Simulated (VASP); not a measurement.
# Fe (Im-3m) in VASP: a series of runs

Fe is run at these levels: PBE; tasks: single point.

All numbers are computed with VASP 6.6.1; they aren't measurements. Logs are shortened: lines on timing, memory, paths and dates and some standing lists are left out, and cuts for length are marked.

## (1) The cell of the first run

The structure is cubic, space group Im-3m (No. 229). The conventional cell has a = 2.778 Å, b = 2.778 Å, c = 2.778 Å, α = 90.00°, β = 90.00°, γ = 90.00°. Within 3.2 Å of Fe (site symmetry m-3m) lie 14 Fe at 2.41 to 2.78 Å.

## (2) Single point, PBE

The input, INCAR:

```
PREC = Accurate
ENCUT = 520
EDIFF = 1E-6
ISMEAR = -1
SIGMA = 0.06122561905347299
LREAL = F
LASPH = T
NELM = 60
ALGO = Normal
ISIF = 2
LWAVE = F
LCHARG = F
GGA = PE
NBANDS = 10
```

The input, KPOINTS:

```
Automatic mesh
0
Gamma
  19 19 19
```

The input, POSCAR:

```
Fe
1.0
   -1.3888810567      1.3888810567      1.3888810567
    1.3888810567     -1.3888810567      1.3888810567
    1.3888810567      1.3888810567     -1.3888810567
Fe
1
Direct
    0.0000000000      0.0000000000      0.0000000000
```

Potentials or basis: VASP PAW PBE potentials, release 64 (Fe).

Command:

```bash
cat potpaw_PBE.64/Fe/POTCAR > POTCAR
mpirun -np 1 vasp_std > vasp.out
```

OUTCAR:

```text
PREC = Accurate
   ENCUT = 520
   EDIFF = 1E-6
   ISMEAR = -1
   LREAL = F
   LASPH = T
   NELM = 60
   ISIF = 2
   GGA = PE

 ion  position               nearest neighbor table
   1  0.000  0.000  0.000-

  LATTYP: Found a body centered cubic cell.
 ALAT       =     2.7777621134

  Lattice vectors:

 A1 = (  -1.3888810567,   1.3888810567,   1.3888810567)
 A2 = (   1.3888810567,  -1.3888810567,   1.3888810567)
 A3 = (   1.3888810567,   1.3888810567,  -1.3888810567)

Analysis of symmetry for initial positions (statically):
=====================================================================
 Subroutine PRICEL returns:
 Original cell was already a primitive cell.

 Routine SETGRP: Setting up the symmetry group for a
 body centered cubic supercell.

 Subroutine GETGRP returns: Found 48 space group operations
 (whereof 48 operations were pure point group operations)
 out of a pool of 48 trial point group operations.

The static configuration has the point symmetry O_h .

Analysis of symmetry for dynamics (positions and initial velocities):
=====================================================================
 Subroutine PRICEL returns:
 Original cell was already a primitive cell.

 Routine SETGRP: Setting up the symmetry group for a
 body centered cubic supercell.

 Subroutine GETGRP returns: Found 48 space group operations
 (whereof 48 operations were pure point group operations)
 out of a pool of 48 trial point group operations.

The dynamic configuration has the point symmetry O_h .

 Subroutine INISYM returns: Found 48 space group operations
 (whereof 48 operations are pure point group operations),
 and found     1 'primitive' translations

----------------------------------------------------------------------------------------

                                     Primitive cell

  volume of cell :      10.7166

  direct lattice vectors                    reciprocal lattice vectors
    -1.388881057  1.388881057  1.388881057     0.000000000  0.360002030  0.360002030
     1.388881057 -1.388881057  1.388881057     0.360002030  0.000000000  0.360002030
     1.388881057  1.388881057 -1.388881057     0.360002030  0.360002030  0.000000000

  length of vectors
     2.405612556  2.405612556  2.405612556     0.509119753  0.509119753  0.509119753

  position of ions in fractional coordinates (direct lattice)
     0.000000000  0.000000000  0.000000000

  ion indices of the primitive-cell ions
   primitive index   ion index
                 1           1
[... 71 lines left out ...]
   NELM   =     60;   NELMIN=  2; NELMDL= -5     # of ELM steps
   EDIFF  = 0.1E-05   stopping-criterion for ELM
   LREAL  =      F    real-space projection
   EDIFFG = 0.1E-04   stopping-criterion for IOM
   NSW    =      0    number of steps for IOM
   IBRION =     -1    ionic relax: 0-MD 1-quasi-New 2-CG
   NFREE  =      0    steps in history (QN), initial steepest desc. (CG)
   ISIF   =      2    stress and relaxation
   ISYM   =      2    0-nonsym 1-usesym 2-fastsym
   POTIM  = 0.5000    time-step for ionic-motion
   TEBEG  =    0.0;   TEEND  =   0.0 temperature during run
   PSTRESS=    0.0 pullay stress
   NELECT =       8.0000    total number of electrons
   NUPDOWN=      -1.0000    fix difference up-down
   EMIN   =  10.00;   EMAX   =-10.00  energy-range for DOS
   EFERMI =   0.00;   METHOD = LEGACY
   ISMEAR =    -1;   SIGMA  =   0.06  broadening in eV -4-tet -1-fermi 0-gaus
   EFERMI_NEDOS =   21; number of points for ismear=-14 and -15
   IALGO  =     38    algorithm
   IMIX   =      4    mixing-type and parameters
     AMIX     =   0.40;   BMIX     =  1.00
     AMIX_MAG =   1.60;   BMIX_MAG =  1.00
  volume/ion in A,a.u.               =      10.72        72.32
  Fermi-wavevector in a.u.,A,eV,Ry     =   1.485091  2.806415 30.007591  2.205496
  Thomas-Fermi vector in A             =   2.598546
   LORBIT       =      0    0 simple, 1 ext, 2 COOP (PROOUT), +10 PAW based schemes
   GGA     = PE    functional components
   LHFCALC =     F    Hartree Fock is set to
   AEXX    =    0.0000 exact exchange contribution
   IVDW    =     0    specifies the selected vdW correction
   LEPSILON=     F    determine dielectric tensor
   LRPA    =     F    only Hartree local field effects (RPA)
 non-spin polarized calculation
  energy-cutoff  :      520.00
  volume of cell :       10.72
 maximum number of plane-waves:       321
 NGX is ok and might be reduce to    18
   NGX =  9   NGY =  9   NGZ =  9

 number of electron       8.0000000 magnetization

 Free energy of the ion-electron system (eV)
  ---------------------------------------------------
  ext. energy  EPLUGINS =         0.00000000
  ---------------------------------------------------
  free energy    TOTEN  =        -7.78030312 eV

  energy without entropy =       -7.73789464  energy(sigma->0) =       -7.75909888

 E-fermi :   6.4988     XC(G=0): -13.4946

 val. band max:        6.4983251364   @ k =   0.3684   0.2632  -0.0000
 cond. band min:       6.4991461186   @ k =   0.1579   0.1053   0.1053
 fundamental gap:      0.0008209822
 Fermi energy:         6.4987696498

 k-point     1 :       0.0000    0.0000    0.0000
  band No.  band energies     occupation
      1      -2.2689      2.00000
      2       4.7599      2.00000
      3       4.7599      2.00000
      4       4.7599      2.00000
      5       6.4512      1.37015
      6       6.4512      1.37014
      7      31.9402      0.00000
      8      31.9402      0.00000
      9      31.9402      0.00000
     10      37.5734      0.00000
[... 287 lines left out ...]
 k-point    24 :       0.3158    0.1053    0.0000
  band No.  band energies     occupation
      1       1.7781      2.00000
      2       3.7119      2.00000
      3       4.7556      2.00000
      4       6.2875      1.93854
      5       6.7626      0.02654
      6       7.8364      0.00000
      7      18.1423      0.00000
      8      24.3007      0.00000
      9      27.9360      0.00000
     10      32.4033      0.00000

 [... further k-points ...]
[... 5 lines left out ...]
  --------------------------------------------------------------------------------------
  -------------------------------------------------------------------------------------
  Total       -0.3728115     -0.3728115     -0.3728115      0.0000000      0.0000000     -0.0000000
  in kB      -55.7371458    -55.7371458    -55.7371458      0.0000000      0.0000000     -0.0000000
  external PRESSURE =     -55.7371458 kB  Pullay stress =       0.0000000 kB

 VOLUME and BASIS-vectors are now :
 -----------------------------------------------------------------------------
  energy-cutoff  :      520.00
  volume of cell :       10.72
      direct lattice vectors                 reciprocal lattice vectors
    -1.388881057  1.388881057  1.388881057     0.000000000  0.360002030  0.360002030
     1.388881057 -1.388881057  1.388881057     0.360002030  0.000000000  0.360002030
     1.388881057  1.388881057 -1.388881057     0.360002030  0.360002030  0.000000000

 POSITION                                       TOTAL-FORCE (eV/Angst)
 -----------------------------------------------------------------------------------
      0.00000      0.00000      0.00000        -0.000000      0.000000     -0.000000
 -----------------------------------------------------------------------------------
    total drift:                                0.000000      0.000000      0.000000

  FREE ENERGIE OF THE ION-ELECTRON SYSTEM (eV)
  ---------------------------------------------------
  free  energy   TOTEN  =        -7.7803031154 eV

  energy  without entropy=       -7.7378946391  energy(sigma->0) =       -7.75909888
```

OSZICAR:

```text
N       E                     dE             d eps       ncg     rms          rms(c)
DAV:   1     0.179279584563E+02    0.17928E+02   -0.43749E+03  4648   0.106E+03
DAV:   2    -0.872025207687E+01   -0.26648E+02   -0.25316E+02  4460   0.134E+02
DAV:   3    -0.925304994249E+01   -0.53280E+00   -0.52567E+00  4878   0.237E+01
DAV:   4    -0.925525290599E+01   -0.22030E-02   -0.22026E-02  4708   0.142E+00
DAV:   5    -0.925526819795E+01   -0.15292E-04   -0.15291E-04  4796   0.115E-01    0.116E+01
DAV:   6    -0.789936515591E+01    0.13559E+01   -0.12017E+01  4762   0.538E+01    0.219E+00
DAV:   7    -0.779828978582E+01    0.10108E+00   -0.70739E-01  4824   0.125E+01    0.913E-01
DAV:   8    -0.778364829395E+01    0.14641E-01   -0.14140E-02  6604   0.120E+00    0.327E-01
DAV:   9    -0.778030116055E+01    0.33471E-02   -0.19305E-03  5216   0.330E-01    0.599E-02
DAV:  10    -0.778030991040E+01   -0.87498E-05   -0.68457E-06  4876   0.315E-02    0.301E-02
DAV:  11    -0.778030304707E+01    0.68633E-05   -0.38639E-07  2668   0.555E-03    0.135E-03
DAV:  12    -0.778030311538E+01   -0.68305E-07   -0.14978E-08  2274   0.176E-03
   1 F= -.77803031E+01 E0= -.77590989E+01  d E =-.424085E-01
```

stdout:

```text
POSCAR found type information on POSCAR Fe
 POSCAR found :  1 types and       1 ions
 scaLAPACK will be used
 LDA part: xc-table for (Slater+PW92), standard interpolation
 POSCAR, INCAR and KPOINTS ok, starting setup
 FFT: planning ... GRIDC
 FFT: planning ... GRID_SOFT
 FFT: planning ... GRID
 WAVECAR not read
 entering main loop
```

Run time: 25 s. Hardware: 1 thread of Intel Xeon Platinum 8259CL at 2.50GHz (Skylake/Cascade Lake), shared host; peak memory 0.13 GiB.

Results:

```yaml
Free_energy: -7.7803 eV
Pressure: -5.6 GPa
Band_gap_on_the_k_mesh: zero (band 4 reaches 7.45 eV, above the bottom of band 5 at 5.40 eV)
```

Caveat: the run has no spin polarisation, though such a crystal can be magnetic. Spin polarisation is off, so any magnetic state and its effect on volume and gap are missing.

[end of part 1 of 2]
